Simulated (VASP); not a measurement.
Input of a VASP 6.6.1 run:

File INCAR:

```
PREC     = Accurate       # precision mode
ENCUT    = 520            # plane-wave cutoff, eV
EDIFF    = 1E-6           # SCF threshold, eV
ISMEAR   = 0              # smearing method
SIGMA    = 0.019000000000000003 # smearing width, eV
LREAL    = False          # projectors in reciprocal space
LASPH    = True           # aspherical terms in the spheres
NELM     = 80             # most SCF steps
ALGO     = Normal         # electronic algorithm
ISIF     = 2              # what is computed and relaxed
LWAVE    = False          # write WAVECAR
LCHARG   = True           # write CHGCAR
GGA      = PE             # functional
LELF     = True           # ELF
LVHAR    = True         
NBANDS   = 21             # bands
```

The input KPOINTS:

```
Automatic mesh
0
Gamma
  11 11 11
```

POSCAR

```
Ge
1.0
   -2.5744897190      2.5744897190      1.3974126432
    2.5744897190     -2.5744897190      1.3974126432
    2.5744897190      2.5744897190     -1.3974126432
Ge
2
Direct
    0.5000000000      0.5000000000      0.0000000000
    0.2500000000      0.7500000000      0.5000000000
```

Potentials or basis: VASP PAW PBE potentials, release 64 (Ge_d).

Command:

```sh
$ cat potpaw_PBE.64/Ge_d/POTCAR > POTCAR
$ mpirun -np 1 vasp_std > vasp.out
```

(1) Predict the band gap on the k mesh.

(2) Estimate the pressure.

Answers

(1) zero (band 14 reaches 8.53 eV, above the bottom of band 15 at 3.83 eV).

(2) 3.1 GPa.
